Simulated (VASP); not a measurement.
# MgO (P-6m2) in VASP: notebook

MgO is run at these levels: PBEsol; tasks: single point.

Everything below comes from runs of VASP 6.6.1. Logs are shortened: lines on timing, memory, paths and dates and some standing lists are left out, and cuts for length are marked.

## Step 1: The cell of the first run

The structure is hexagonal, space group P-6m2 (No. 187). The conventional cell has a = 2.977 Å, b = 2.977 Å, c = 2.715 Å, α = 90.00°, β = 90.00°, γ = 120.00°. Mg (site symmetry -6m2) has 6 O at 2.19 Å and 2 Mg at 2.71 Å within 2.9 Å. O (site symmetry -6m2) has 6 Mg at 2.19 Å and 2 O at 2.71 Å within 2.9 Å.

## Step 2: Single point, PBEsol

The input, INCAR:

```
PREC = Accurate
ENCUT = 520
EDIFF = 1E-7
ISMEAR = 0
SIGMA = 0.01
LREAL = F
LASPH = T
NELM = 60
ALGO = Normal
ISIF = 2
LWAVE = F
LCHARG = T
GGA = PS
LELF = T
LVHAR = T
NBANDS = 11
```

The input, KPOINTS:

```
regular mesh
0
Gamma
  7 7 6
```

The input, POSCAR:

```
MgO
1.0
    2.9766836048      0.0000000000      0.0000000000
   -1.4883412958      2.5778838002      0.0000000000
    0.0000000000      0.0000000000      2.7149429912
Mg O
1 1
Direct
    0.0000000000      0.0000000000      0.0000000000
    0.3333333333      0.6666666667      0.5000000000
```

Potentials or basis: VASP PAW PBE potentials, release 64 (Mg, O).

Command:

```sh
> cat potpaw_PBE.64/Mg/POTCAR potpaw_PBE.64/O/POTCAR > POTCAR
> mpirun -np 1 vasp_std > vasp.out
```

OUTCAR:

```text
PREC = Accurate
   ENCUT = 520
   EDIFF = 1E-7
   ISMEAR = 0
   LREAL = F
   LASPH = T
   NELM = 60
   ISIF = 2
   GGA = PS

 ion  position               nearest neighbor table
   1  0.000  0.000  0.000-   2 2.19   2 2.19   2 2.19   2 2.19   2 2.19   2 2.19
   2  0.333  0.667  0.500-   1 2.19   1 2.19   1 2.19   1 2.19   1 2.19   1 2.19

  LATTYP: Found a hexagonal cell.
 ALAT       =     2.9766836048
 C/A-ratio  =     0.9120697231

  Lattice vectors:

 A1 = (   2.9766836048,   0.0000000000,   0.0000000000)
 A2 = (  -1.4883412958,   2.5778838002,   0.0000000000)
 A3 = (   0.0000000000,   0.0000000000,   2.7149429912)

Analysis of symmetry for initial positions (statically):
=====================================================================
 Subroutine PRICEL returns:
 Original cell was already a primitive cell.

 Routine SETGRP: Setting up the symmetry group for a
 hexagonal supercell.

 Subroutine GETGRP returns: Found 12 space group operations
 (whereof 12 operations were pure point group operations)
 out of a pool of 24 trial point group operations.

The static configuration has the point symmetry D_3h.

Analysis of symmetry for dynamics (positions and initial velocities):
=====================================================================
 Subroutine PRICEL returns:
 Original cell was already a primitive cell.

 Routine SETGRP: Setting up the symmetry group for a
 hexagonal supercell.

 Subroutine GETGRP returns: Found 12 space group operations
 (whereof 12 operations were pure point group operations)
 out of a pool of 24 trial point group operations.

The dynamic configuration has the point symmetry D_3h.

 Subroutine INISYM returns: Found 12 space group operations
 (whereof 12 operations are pure point group operations),
 and found     1 'primitive' translations

----------------------------------------------------------------------------------------

                                     Primitive cell

  volume of cell :      20.8332

  direct lattice vectors                    reciprocal lattice vectors
     2.976683605  0.000000000  0.000000000     0.335944337  0.193957474  0.000000000
    -1.488341296  2.577883800  0.000000000     0.000000000  0.387915080  0.000000000
     0.000000000  0.000000000  2.714942991     0.000000000  0.000000000  0.368331859

  length of vectors
     2.976683605  2.976683507  2.714942991     0.387915067  0.387915080  0.368331859

  position of ions in fractional coordinates (direct lattice)
     0.000000000  0.000000000  0.000000000
     0.333333333  0.666666667  0.500000000

  ion indices of the primitive-cell ions
   primitive index   ion index
                 1           1
                 2           2

----------------------------------------------------------------------------------------

 KPOINTS: regular mesh

Automatic generation of k-mesh.
 Grid dimensions read from file:
 generate k-points for:    7    7    6

 Generating k-lattice:

  Cartesian coordinates                     Fractional coordinates (reciprocal lattice)
     0.047992048  0.027708211  0.000000000     0.142857143  0.000000000  0.000000000
     0.000000000  0.055416440  0.000000000     0.000000000  0.142857143  0.000000000
     0.000000000  0.000000000  0.061388643     0.000000000  0.000000000  0.166666667

  Length of vectors
     0.055416438  0.055416440  0.061388643

  Shift w.r.t. Gamma in fractional coordinates (k-lattice)
     0.000000000  0.000000000  0.000000000

 Subroutine IBZKPT returns following result:
 ===========================================

 Found     32 irreducible k-points:

 Following reciprocal coordinates:
            Coordinates               Weight
  0.000000  0.000000  0.000000      1.000000
  0.142857  0.000000  0.000000      6.000000
  0.285714  0.000000  0.000000      6.000000
  0.428571  0.000000  0.000000      6.000000
  0.142857  0.142857  0.000000      6.000000
  0.285714  0.142857  0.000000     12.000000
[... 16 lines left out ...]
  0.428571  0.142857  0.333333     12.000000
  0.285714  0.285714  0.333333     12.000000
 [... further k-points ...]
   k-points           NKPTS =     32   k-points in BZ     NKDIM =     32   number of bands    NBANDS=     11
   number of dos      NEDOS =    301   number of ions     NIONS =      2
   total plane-waves  NPLWV =  11520
   dimension x,y,z NGX =    24 NGY =   24 NGZ =   20
   dimension x,y,z NGXF=    48 NGYF=   48 NGZF=   40
   ions per type =               1   1
   NGX,Y,Z   is equivalent  to a cutoff of  13.40, 13.40, 12.25 a.u.
   NGXF,Y,Z  is equivalent  to a cutoff of  26.81, 26.81, 24.49 a.u.
 SYSTEM =  unknown system
   PREC   = accura    normal or accurate (medium, high low for compatibility)
   ISTART =      0    job   : 0-new  1-cont  2-samecut
   ICHARG =      2    charge: 1-file 2-atom 10-const
   ISPIN  =      1    spin polarized calculation?
   LNONCOLLINEAR =      F non collinear calculations
   LSORBIT =      F    spin-orbit coupling
   LASPH  =      T    aspherical Exc in radial PAW
   ENCUT  =  520.0 eV  38.22 Ry    6.18 a.u.   5.53  5.53  5.05*2*pi/ulx,y,z
   NELM   =     60;   NELMIN=  2; NELMDL= -5     # of ELM steps
   EDIFF  = 0.1E-06   stopping-criterion for ELM
   LREAL  =      F    real-space projection
   EDIFFG = 0.1E-05   stopping-criterion for IOM
   NSW    =      0    number of steps for IOM
   IBRION =     -1    ionic relax: 0-MD 1-quasi-New 2-CG
   NFREE  =      0    steps in history (QN), initial steepest desc. (CG)
   ISIF   =      2    stress and relaxation
   ISYM   =      2    0-nonsym 1-usesym 2-fastsym
   POTIM  = 0.5000    time-step for ionic-motion
   TEBEG  =    0.0;   TEEND  =   0.0 temperature during run
   PSTRESS=    0.0 pullay stress
   NELECT =       8.0000    total number of electrons
   NUPDOWN=      -1.0000    fix difference up-down
   EMIN   =  10.00;   EMAX   =-10.00  energy-range for DOS
   EFERMI =   0.00;   METHOD = LEGACY
   ISMEAR =     0;   SIGMA  =   0.01  broadening in eV -4-tet -1-fermi 0-gaus
   EFERMI_NEDOS =   21; number of points for ismear=-14 and -15
   IALGO  =     38    algorithm
   IMIX   =      4    mixing-type and parameters
     AMIX     =   0.40;   BMIX     =  1.00
     AMIX_MAG =   1.60;   BMIX_MAG =  1.00
  volume/ion in A,a.u.               =      10.42        70.29
  Fermi-wavevector in a.u.,A,eV,Ry     =   1.189924  2.248630 19.264752  1.415919
  Thomas-Fermi vector in A             =   2.326020
   LORBIT       =      0    0 simple, 1 ext, 2 COOP (PROOUT), +10 PAW based schemes
   GGA     = PS    functional components
   LHFCALC =     F    Hartree Fock is set to
   AEXX    =    0.0000 exact exchange contribution
   IVDW    =     0    specifies the selected vdW correction
   LEPSILON=     F    determine dielectric tensor
   LRPA    =     F    only Hartree local field effects (RPA)
 non-spin polarized calculation
 Gauss-broadening in eV      SIGMA  =   0.01
  energy-cutoff  :      520.00
  volume of cell :       20.83
 maximum number of plane-waves:       575
 NGX is ok and might be reduce to    24
   NGX = 11   NGY = 11   NGZ = 11

 number of electron       8.0000001 magnetization

 Free energy of the ion-electron system (eV)
  ---------------------------------------------------
  ext. energy  EPLUGINS =         0.00000000
  ---------------------------------------------------
  free energy    TOTEN  =       -11.78257834 eV

  energy without entropy =      -11.78257834  energy(sigma->0) =      -11.78257834

 E-fermi :   2.9251     XC(G=0): -10.7728

 val. band max:        2.8813139588   @ k =   0.2857   0.2857   0.0000
 cond. band min:       5.5330148700   @ k =   0.0000   0.0000   0.0000
 fundamental gap:      2.6517009112
 Fermi energy:         2.9250853929

 k-point     1 :       0.0000    0.0000    0.0000
  band No.  band energies     occupation
      1     -14.2757      2.00000
      2       2.3169      2.00000
      3       2.3169      2.00000
      4       2.4987      2.00000
      5       5.5330      0.00000
      6      14.4579      0.00000
      7      18.0185      0.00000
      8      18.0185      0.00000
      9      22.1146      0.00000
     10      23.0455      0.00000
     11      24.6882      0.00000

 k-point     2 :       0.1429    0.0000    0.0000
  band No.  band energies     occupation
      1     -14.1107      2.00000
      2       1.1343      2.00000
      3       2.1748      2.00000
      4       2.5613      2.00000
      5       6.6660      0.00000
      6      14.3326      0.00000
      7      16.6183      0.00000
      8      18.4842      0.00000
      9      22.7376      0.00000
     10      23.3385      0.00000
     11      25.0597      0.00000

 k-point     3 :       0.2857    0.0000    0.0000
  band No.  band energies     occupation
      1     -13.7113      2.00000
      2      -0.5994      2.00000
      3       1.8754      2.00000
      4       2.7072      2.00000
      5       8.2660      0.00000
      6      13.2201      0.00000
      7      16.2799      0.00000
      8      19.4082      0.00000
      9      21.9823      0.00000
     10      23.0573      0.00000
     11      26.5215      0.00000

 k-point     4 :       0.4286    0.0000    0.0000
  band No.  band energies     occupation
      1     -13.3540      2.00000
      2      -1.7101      2.00000
      3       1.6525      2.00000
      4       2.8299      2.00000
      5       9.0971      0.00000
      6      12.8709      0.00000
      7      15.7494      0.00000
      8      19.9810      0.00000
      9      21.3297      0.00000
     10      23.9870      0.00000
     11      27.1713      0.00000

 k-point     5 :       0.1429    0.1429    0.0000
  band No.  band energies     occupation
      1     -13.8273      2.00000
      2      -0.0594      2.00000
      3       1.7646      2.00000
      4       2.6660      2.00000
      5       7.9925      0.00000
      6      13.5716      0.00000
      7      16.3339      0.00000
      8      18.9109      0.00000
      9      22.2468      0.00000
     10      23.8800      0.00000
     11      24.8761      0.00000
[... 211 lines left out ...]
 k-point    21 :       0.1429    0.1429    0.3333
  band No.  band energies     occupation
      1     -13.1907      2.00000
      2      -0.8165      2.00000
      3       0.9081      2.00000
      4       2.1737      2.00000
      5       9.7133      0.00000
      6      13.5913      0.00000
      7      16.3427      0.00000
      8      18.5666      0.00000
      9      19.1499      0.00000
     10      22.3631      0.00000
     11      25.7194      0.00000

 k-point    22 :       0.2857    0.1429    0.3333
  band No.  band energies     occupation
      1     -12.8868      2.00000
      2      -0.4336      2.00000
      3       0.0664      2.00000
      4       1.6620      2.00000
      5       9.5565      0.00000
      6      13.6583      0.00000
      7      16.0280      0.00000
      8      17.6610      0.00000
      9      18.3182      0.00000
     10      23.7964      0.00000
     11      25.2333      0.00000

 k-point    23 :       0.4286    0.1429    0.3333
  band No.  band energies     occupation
      1     -12.7422      2.00000
      2      -0.6185      2.00000
      3       0.1013      2.00000
      4       1.4452      2.00000
      5       9.3791      0.00000
      6      13.2732      0.00000
      7      16.4986      0.00000
      8      17.3445      0.00000
      9      18.1438      0.00000
     10      24.4512      0.00000
     11      24.8040      0.00000

 k-point    24 :       0.2857    0.2857    0.3333
  band No.  band energies     occupation
      1     -12.7091      2.00000
      2      -0.2206      2.00000
      3       0.1886      2.00000
      4       0.6886      2.00000
      5       9.6073      0.00000
      6      13.5930      0.00000
      7      16.1427      0.00000
      8      17.2040      0.00000
      9      17.9710      0.00000
     10      23.7229      0.00000
     11      27.6603      0.00000

 [... further k-points ...]

------------------------ aborting loop because EDIFF is reached ----------------------------------------

  FORCE on cell =-STRESS in cart. coord.  units (eV):
  Direction    XX          YY          ZZ          XY          YZ          ZX
  --------------------------------------------------------------------------------------
  -------------------------------------------------------------------------------------
  Total       -1.1142418     -1.1142420     -1.3057049     -0.0000002      0.0000000      0.0000000
  in kB      -85.6906266    -85.6906385   -100.4150692     -0.0000168      0.0000000      0.0000000
  external PRESSURE =     -90.5987781 kB  Pullay stress =       0.0000000 kB

 VOLUME and BASIS-vectors are now :
 -----------------------------------------------------------------------------
  energy-cutoff  :      520.00
  volume of cell :       20.83
      direct lattice vectors                 reciprocal lattice vectors
     2.976683605  0.000000000  0.000000000     0.335944337  0.193957474  0.000000000
    -1.488341296  2.577883800  0.000000000     0.000000000  0.387915080  0.000000000
     0.000000000  0.000000000  2.714942991     0.000000000  0.000000000  0.368331859

 POSITION                                       TOTAL-FORCE (eV/Angst)
 -----------------------------------------------------------------------------------
      0.00000      0.00000      0.00000         0.000000      0.000000      0.000000
      0.00000      1.71859      1.35747        -0.000000     -0.000000      0.000000
 -----------------------------------------------------------------------------------
    total drift:                                0.000009     -0.000003     -0.000000

  FREE ENERGIE OF THE ION-ELECTRON SYSTEM (eV)
  ---------------------------------------------------
  free  energy   TOTEN  =       -11.7825783387 eV

  energy  without entropy=      -11.7825783387  energy(sigma->0) =      -11.78257834
```

Run time: 4.7 s. Hardware: 1 thread of AMD EPYC 9R45 (Zen 5), shared host; peak memory 0.1 GiB.

Results:

* Free energy: -11.7826 eV
* Pressure: -9.1 GPa
* Band gap on the k mesh: 2.65 eV, indirect (least direct gap 3.03 eV)

Levels at points of the mesh, in eV from the valence-band top:
| k point | band 1 | band 2 | band 3 | band 4 | band 5 | band 6 | band 7 | band 8 | band 9 |
| --- | --- | --- | --- | --- | --- | --- | --- | --- | --- |
| (0.00, 0.00, 0.00) | -17.16 | -0.56 | -0.56 | -0.38 | 2.65 | 11.58 | 15.14 | 15.14 | 19.23 |
| (0.00, 0.00, 0.50) | -16.14 | -5.21 | -0.07 | -0.07 | 7.84 | 8.63 | 17.15 | 17.15 | 18.09 |

Caveat: the PAW data sets were made with another functional, which shifts forces and pressure a little. A k mesh can miss the band edges.

## Step 3: Single point, PBEsol

This run uses another cell than the first one, of 10.72 Å³/atom, 1.029 times its volume.

The input, INCAR:

```
  ALGO = Normal
  EDIFF = 1E-6
  ENCUT = 520
  GGA = PS
  ISIF = 2
  ISMEAR = 0
  LASPH = T
  LCHARG = T
  LELF = T
  LREAL = F
  LVHAR = T
  LWAVE = F
  NBANDS = 11
  NELM = 100
  PREC = Accurate
  SIGMA = 0.01
```

The input, KPOINTS:

```
k-points
0
Gamma
  7 7 6
```

The input, POSCAR:

```
MgO
1.0
    3.0050346788      0.0000000000      0.0000000000
   -1.5025168280      2.6024365522      0.0000000000
    0.0000000000      0.0000000000      2.7408011474
Mg O
1 1
Direct
    0.0000000000      0.0000000000      0.0000000000
    0.3333333333      0.6666666667      0.5000000000
```

Potentials or basis: VASP PAW PBE potentials, release 64 (Mg, O).

Command:

```sh
> cat potpaw_PBE.64/Mg/POTCAR potpaw_PBE.64/O/POTCAR > POTCAR
> mpirun -np 1 vasp_std > vasp.out
```

Wall time 4.6 s (1 thread of AMD EPYC 9R45 (Zen 5), shared host); peak memory 0.1 GiB.

It converged, with:

```
Free energy            : -11.7436 eV
Pressure               : -12.0 GPa
Band gap on the k mesh : 2.46 eV, indirect (least direct gap 2.83 eV)
```

Stress tensor (GPa, compression positive):
```
-11.24   0.00   0.00
  0.00 -11.24   0.00
  0.00   0.00 -13.48
```

Levels at points of the mesh, in eV from the valence-band top:
| k point | band 2 | band 3 | band 4 | band 5 | band 6 | band 7 |
| --- | --- | --- | --- | --- | --- | --- |
| (0.00, 0.00, 0.00) | -0.54 | -0.54 | -0.38 | 2.46 | 11.48 | 14.90 |
| (0.00, 0.00, 0.50) | -5.08 | -0.07 | -0.07 | 7.61 | 8.40 | 16.95 |

Caveat: the PAW data sets were made with another functional, which shifts forces and pressure a little. A k mesh can miss the band edges.
